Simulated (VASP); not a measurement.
# Ga2O3 (C2/m) in VASP: notebook

The runs below take Ga2O3 through single point, with PBE.

Program: VASP 6.6.1. These are calculated values, not measurements. Logs are shortened: lines on timing, memory, paths and dates and some standing lists are left out, and cuts for length are marked.

## Step 1: The cell of the first run

Symmetry: C2/m, No. 12, monoclinic system. The conventional cell has a = 12.455 Å, b = 3.084 Å, c = 5.878 Å, α = 90.00°, β = 103.70°, γ = 90.00°. Ga (site symmetry m) has 4 O at 1.86 to 1.90 Å within 2.5 Å. Ga (site symmetry m) has 6 O at 1.97 to 2.11 Å within 2.6 Å. O (site symmetry m) has 3 Ga at 1.86 to 1.97 Å within 2.5 Å. Within 2.5 Å of O (site symmetry m) lie 4 Ga at 1.90 to 2.11 Å. Within 2.5 Å of O (site symmetry m) lie 3 Ga at 1.86 to 1.97 Å.

## Step 2: Single point, PBE

Contents of INCAR:

```
PREC = Accurate
ENCUT = 520
EDIFF = 1E-6
ISMEAR = 0
SIGMA = 0.02
LREAL = F
LASPH = T
NELM = 60
ALGO = Normal
ISIF = 2
LWAVE = F
LCHARG = T
GGA = PE
LELF = T
LVHAR = T
NBANDS = 55
```

Contents of KPOINTS:

```
Automatic mesh
0
Gamma
  10 10 6
```

Contents of POSCAR:

```
Ga2O3
1.0
    6.2274305507     -1.5417565237      0.0114924381
    6.2274305507      1.5417565237      0.0114924381
   -1.4027234631      0.0000000000      5.7076941965
Ga O
4 6
Direct
    0.0899134337      0.0899134337      0.7947233205
    0.9100865663      0.9100865663      0.2052766795
    0.6585007299      0.6585007299      0.3141978941
    0.3414992701      0.3414992701      0.6858021059
    0.1634883783      0.1634883783      0.1092060618
    0.8365116217      0.8365116217      0.8907939382
    0.1737013128      0.1737013128      0.5643594336
    0.8262986872      0.8262986872      0.4356405664
    0.4960195696      0.4960195696      0.2566813610
    0.5039804304      0.5039804304      0.7433186390
```

Potentials or basis: VASP PAW PBE potentials, release 64 (Ga_d, O).

On the command line:

```console
$ cat potpaw_PBE.64/Ga_d/POTCAR potpaw_PBE.64/O/POTCAR > POTCAR
$ mpirun -np 1 vasp_std > vasp.out
```

OUTCAR:

```text
PREC = Accurate
   ENCUT = 520
   EDIFF = 1E-6
   ISMEAR = 0
   LREAL = F
   LASPH = T
   NELM = 60
   ISIF = 2
   GGA = PE

 ion  position               nearest neighbor table
   1  0.090  0.090  0.795-   5 1.86  10 1.86  10 1.86   7 1.90
   2  0.910  0.910  0.205-   6 1.86   9 1.86   9 1.86   8 1.90
   3  0.659  0.659  0.314-   5 1.97   5 1.97   9 1.97   8 2.04   7 2.11   7 2.11
   4  0.341  0.341  0.686-   6 1.97   6 1.97  10 1.97   7 2.04   8 2.11   8 2.11
   5  0.163  0.163  0.109-   1 1.86   3 1.97   3 1.97
   6  0.837  0.837  0.891-   2 1.86   4 1.97   4 1.97
   7  0.174  0.174  0.564-   1 1.90   4 2.04   3 2.11   3 2.11
   8  0.826  0.826  0.436-   2 1.90   3 2.04   4 2.11   4 2.11
   9  0.496  0.496  0.257-   2 1.86   2 1.86   3 1.97
  10  0.504  0.504  0.743-   1 1.86   1 1.86   4 1.97

  LATTYP: Found a base centered monoclinic cell.
 ALAT       =    12.4548823102
 B/A-ratio  =     0.2475746435
 C/A-ratio  =     0.4719060264
 COS(beta)  =    -0.2368659712

  Lattice vectors:

 A1 = (   6.2274305507,  -1.5417565237,   0.0114924381)
 A2 = (   6.2274305507,   1.5417565237,   0.0114924381)
 A3 = (  -1.4027234631,   0.0000000000,   5.7076941965)

Analysis of symmetry for initial positions (statically):
=====================================================================
 Subroutine PRICEL returns:
 Original cell was already a primitive cell.

 Routine SETGRP: Setting up the symmetry group for a
 base centered monoclinic supercell.

 Subroutine GETGRP returns: Found  4 space group operations
 (whereof  4 operations were pure point group operations)
 out of a pool of  4 trial point group operations.

The static configuration has the point symmetry C_2h.

Analysis of symmetry for dynamics (positions and initial velocities):
=====================================================================
 Subroutine PRICEL returns:
 Original cell was already a primitive cell.

 Routine SETGRP: Setting up the symmetry group for a
 base centered monoclinic supercell.

 Subroutine GETGRP returns: Found  4 space group operations
 (whereof  4 operations were pure point group operations)
 out of a pool of  4 trial point group operations.

The dynamic configuration has the point symmetry C_2h.

 Subroutine INISYM returns: Found  4 space group operations
 (whereof  4 operations are pure point group operations),
[... 112 lines left out ...]
   EDIFF  = 0.1E-05   stopping-criterion for ELM
   LREAL  =      F    real-space projection
   EDIFFG = 0.1E-04   stopping-criterion for IOM
   NSW    =      0    number of steps for IOM
   IBRION =     -1    ionic relax: 0-MD 1-quasi-New 2-CG
   NFREE  =      0    steps in history (QN), initial steepest desc. (CG)
   ISIF   =      2    stress and relaxation
   ISYM   =      2    0-nonsym 1-usesym 2-fastsym
   POTIM  = 0.5000    time-step for ionic-motion
   TEBEG  =    0.0;   TEEND  =   0.0 temperature during run
   PSTRESS=    0.0 pullay stress
   NELECT =      88.0000    total number of electrons
   NUPDOWN=      -1.0000    fix difference up-down
   EMIN   =  10.00;   EMAX   =-10.00  energy-range for DOS
   EFERMI =   0.00;   METHOD = LEGACY
   ISMEAR =     0;   SIGMA  =   0.02  broadening in eV -4-tet -1-fermi 0-gaus
   EFERMI_NEDOS =   21; number of points for ismear=-14 and -15
   IALGO  =     38    algorithm
   IMIX   =      4    mixing-type and parameters
     AMIX     =   0.40;   BMIX     =  1.00
     AMIX_MAG =   1.60;   BMIX_MAG =  1.00
  volume/ion in A,a.u.               =      10.97        74.00
  Fermi-wavevector in a.u.,A,eV,Ry     =   1.521359  2.874951 31.491123  2.314532
  Thomas-Fermi vector in A             =   2.630085
   LORBIT       =      0    0 simple, 1 ext, 2 COOP (PROOUT), +10 PAW based schemes
   GGA     = PE    functional components
   LHFCALC =     F    Hartree Fock is set to
   AEXX    =    0.0000 exact exchange contribution
   IVDW    =     0    specifies the selected vdW correction
   LEPSILON=     F    determine dielectric tensor
   LRPA    =     F    only Hartree local field effects (RPA)
 non-spin polarized calculation
 Gauss-broadening in eV      SIGMA  =   0.02
  energy-cutoff  :      520.00
  volume of cell :      109.65
 maximum number of plane-waves:      2970
   NGX = 23   NGY = 23   NGZ = 21

 number of electron      87.9999987 magnetization

 Free energy of the ion-electron system (eV)
  ---------------------------------------------------
  ext. energy  EPLUGINS =         0.00000000
  ---------------------------------------------------
  free energy    TOTEN  =       -59.67825430 eV

  energy without entropy =      -59.67825430  energy(sigma->0) =      -59.67825430

 E-fermi :   3.5485     XC(G=0): -11.3733

 val. band max:        3.4389859186   @ k =   0.5000   0.4000   0.5000
 cond. band min:       5.4329959140   @ k =   0.0000   0.0000   0.0000
 fundamental gap:      1.9940099954
 Fermi energy:         3.5484681165

 k-point     1 :       0.0000    0.0000    0.0000
  band No.  band energies     occupation
      1     -15.1869      2.00000
      2     -14.1293      2.00000
      3     -14.0994      2.00000
      4     -13.9956      2.00000
      5     -13.5531      2.00000
      6     -13.5463      2.00000
[... 1381 lines left out ...]
     54      14.4720      0.00000
     55      15.7007      0.00000

 [... further k-points ...]
[... 5 lines left out ...]
  --------------------------------------------------------------------------------------
  -------------------------------------------------------------------------------------
  Total        0.3527823      0.4472256      0.3581695      0.0000000      0.0000000      0.0194853
  in kB        5.1547197      6.5346899      5.2334355      0.0000000      0.0000000      0.2847113
  external PRESSURE =       5.6409484 kB  Pullay stress =       0.0000000 kB

 VOLUME and BASIS-vectors are now :
 -----------------------------------------------------------------------------
  energy-cutoff  :      520.00
  volume of cell :      109.65
      direct lattice vectors                 reciprocal lattice vectors
     6.227430551 -1.541756524  0.011492438     0.080253538 -0.324305422  0.019723117
     6.227430551  1.541756524  0.011492438     0.080253538  0.324305422  0.019723117
    -1.402723463  0.000000000  5.707694197    -0.000323181  0.000000000  0.175122673

 POSITION                                       TOTAL-FORCE (eV/Angst)
 -----------------------------------------------------------------------------------
      0.00508      0.00000      4.53810         0.002172      0.000000      0.007012
     11.04706      0.00000      1.19257        -0.002172      0.000000     -0.007012
      7.76080      0.00000      1.80848        -0.010492      0.000000     -0.005046
      3.29134      0.00000      3.92220         0.010492      0.000000      0.005046
      1.88304      0.00000      0.62707         0.020697      0.000000     -0.015288
      9.16910      0.00000      5.10361        -0.020697      0.000000      0.015288
      1.37179      0.00000      3.22518        -0.009264      0.000000     -0.002856
      9.68035      0.00000      2.50550         0.009264      0.000000      0.002856
      5.81780      0.00000      1.47646         0.004264      0.000000      0.007092
      5.23434      0.00000      4.25422        -0.004264      0.000000     -0.007092
 -----------------------------------------------------------------------------------
    total drift:                               -0.000000     -0.000000      0.000000

  FREE ENERGIE OF THE ION-ELECTRON SYSTEM (eV)
  ---------------------------------------------------
  free  energy   TOTEN  =       -59.6782543039 eV

  energy  without entropy=      -59.6782543039  energy(sigma->0) =      -59.67825430
```

OSZICAR:

```text
N       E                     dE             d eps       ncg     rms          rms(c)
DAV:   1     0.120470387935E+04    0.12047E+04   -0.40091E+04 22445   0.290E+03
DAV:   2     0.195654581330E+03   -0.10090E+04   -0.94615E+03 19504   0.809E+02
DAV:   3    -0.483008049328E+02   -0.24396E+03   -0.23663E+03 21768   0.257E+02
DAV:   4    -0.681360548200E+02   -0.19835E+02   -0.19610E+02 23651   0.793E+01
DAV:   5    -0.688376188165E+02   -0.70156E+00   -0.70006E+00 24330   0.152E+01    0.175E+01
DAV:   6    -0.595818021004E+02    0.92558E+01   -0.31427E+01 34517   0.599E+01    0.502E+00
DAV:   7    -0.597324113275E+02   -0.15061E+00   -0.31185E+00 21199   0.100E+01    0.349E+00
DAV:   8    -0.597103809392E+02    0.22030E-01   -0.55557E-01 27095   0.729E+00    0.132E+00
DAV:   9    -0.596762266309E+02    0.34154E-01   -0.14758E-01 27829   0.523E+00    0.258E-01
DAV:  10    -0.596777287355E+02   -0.15021E-02   -0.22055E-02 24051   0.110E+00    0.161E-01
DAV:  11    -0.596781780267E+02   -0.44929E-03   -0.26024E-03 24160   0.710E-01    0.866E-02
DAV:  12    -0.596782385585E+02   -0.60532E-04   -0.75882E-04 25089   0.451E-01    0.190E-02
DAV:  13    -0.596782524651E+02   -0.13907E-04   -0.15522E-04 29236   0.937E-02    0.755E-03
DAV:  14    -0.596782549838E+02   -0.25187E-05   -0.20243E-05 21566   0.561E-02    0.915E-03
DAV:  15    -0.596782543039E+02    0.67993E-06   -0.90084E-06 24877   0.269E-02
   1 F= -.59678254E+02 E0= -.59678254E+02  d E =-.728800E-17
```

stdout:

```text
POSCAR found type information on POSCAR GaO
 POSCAR found :  2 types and      10 ions
 scaLAPACK will be used
 LDA part: xc-table for (Slater+PW92), standard interpolation
 POSCAR, INCAR and KPOINTS ok, starting setup
 FFT: planning ... GRIDC
 FFT: planning ... GRID_SOFT
 FFT: planning ... GRID
 WAVECAR not read
 entering main loop
```

It took 36 min on 1 thread of Oxide Virtual Turin-like, shared host; peak memory 0.8 GiB.

Results:

* Free energy: -59.6783 eV
* Pressure: 0.6 GPa
* Largest force: 0.026 eV/Å
* Band gap on the k mesh: 1.99 eV (least direct gap 2.02 eV)

Forces on the atoms (eV/Å):
```
Ga   0.002  0.000  0.007
Ga  -0.002  0.000 -0.007
Ga  -0.010  0.000 -0.005
Ga   0.010  0.000  0.005
O    0.021  0.000 -0.015
O   -0.021  0.000  0.015
O   -0.009  0.000 -0.003
O    0.009  0.000  0.003
O    0.004  0.000  0.007
O   -0.004  0.000 -0.007
```

Stress tensor (GPa, compression positive):
```
0.52 0.00 0.03
0.00 0.65 0.00
0.03 0.00 0.52
```

Levels at points of the mesh, in eV from the valence-band top:
```tsv
k point	band 40	band 41	band 42	band 43	band 44	band 45	band 46	band 47	band 48	band 49
(0.00, 0.00, 0.00)	-0.70	-0.66	-0.47	-0.28	-0.02	1.99	5.35	6.27	6.45	7.54
(0.50, 0.00, 0.00)	-1.28	-0.77	-0.69	-0.47	-0.10	5.33	6.13	6.81	7.02	7.74
(0.50, 0.50, 0.00)	-1.01	-0.69	-0.68	-0.42	-0.14	4.17	4.40	5.62	6.15	7.70
(0.00, 0.00, 0.50)	-1.37	-0.64	-0.60	-0.54	-0.29	4.35	4.54	6.28	6.81	7.49
(0.50, 0.00, 0.50)	-1.23	-1.05	-0.97	-0.70	-0.61	6.46	6.52	7.45	7.61	8.16
(0.50, 0.50, 0.50)	-0.71	-0.64	-0.64	-0.59	-0.01	4.74	4.97	5.80	6.09	6.79
```

## Step 3: Single point, PBE (10.31 Å³/atom)

This run uses another cell than the first one, of 10.31 Å³/atom.

Contents of INCAR:

```
ALGO = Normal ; EDIFF = 1E-6
ENCUT = 520 ; GGA = PE
ISIF = 2 ; ISMEAR = 0
LASPH = T ; LCHARG = T
LELF = T ; LREAL = F
LVHAR = T ; LWAVE = F
NBANDS = 55 ; NELM = 100
PREC = Accurate ; SIGMA = 0.02
```

Contents of KPOINTS:

```
k-points
0
Gamma
  10 10 6
```

Contents of POSCAR:

```
Ga2O3
1.0
    6.0507252377     -1.5152358869      0.0006065369
    6.0507252377      1.5152358869      0.0006065369
   -1.3727757117      0.0000000000      5.6209775680
Ga O
4 6
Direct
    0.0924039940      0.0924039940      0.7975207284
    0.9075960060      0.9075960060      0.2024792716
    0.6593629472      0.6593629472      0.3135136486
    0.3406370528      0.3406370528      0.6864863514
    0.1708990969      0.1708990969      0.1098885292
    0.8291009031      0.8291009031      0.8901114708
    0.1714762992      0.1714762992      0.5586687304
    0.8285237008      0.8285237008      0.4413312696
    0.4960129686      0.4960129686      0.2516782121
    0.5039870314      0.5039870314      0.7483217879
```

Potentials or basis: VASP PAW PBE potentials, release 64 (Ga_d, O).

On the command line:

```console
$ cat potpaw_PBE.64/Ga_d/POTCAR potpaw_PBE.64/O/POTCAR > POTCAR
$ mpirun -np 1 vasp_std > vasp.out
```

Wall time 45 min (1 thread of Oxide Virtual Turin-like, shared host); peak memory 0.77 GiB.

Results (log left out):

```yaml
Free_energy: -59.4357 eV
Pressure: 11.4 GPa
Largest_force: 0.034 eV/Å
Band_gap_on_the_k_mesh: 2.47 eV (least direct gap 2.49 eV)
```

Forces in eV/Å, atoms in the order of the input:
```
Ga   0.000  0.000 -0.002
Ga   0.000  0.000  0.002
Ga  -0.019  0.000 -0.004
Ga   0.019  0.000  0.004
O    0.028  0.000 -0.020
O   -0.028  0.000  0.020
O   -0.015  0.000  0.010
O    0.015  0.000 -0.010
O    0.005  0.000  0.005
O   -0.005  0.000 -0.005
```

Stress tensor (GPa, compression positive):
```
11.28  0.00 -0.01
 0.00 11.52  0.00
-0.01  0.00 11.36
```

Levels at points of the mesh, in eV from the valence-band top:
```csv
k point,band 42,band 43,band 44,band 45,band 46,band 47
"(0.00, 0.00, 0.00)",-0.50,-0.29,-0.02,2.47,5.74,6.80
"(0.50, 0.00, 0.00)",-0.74,-0.46,-0.14,5.74,6.57,7.28
"(0.50, 0.50, 0.00)",-0.67,-0.37,-0.18,4.69,4.91,5.85
"(0.00, 0.00, 0.50)",-0.66,-0.46,-0.30,4.88,4.92,6.88
"(0.50, 0.00, 0.50)",-1.03,-0.75,-0.68,7.00,7.04,7.88
"(0.50, 0.50, 0.50)",-0.56,-0.54,-0.03,5.27,5.37,6.38
```

Caveat: the cell stands under pressure. A k mesh can miss the band edges.

(Part 1 of 2 ends here.)
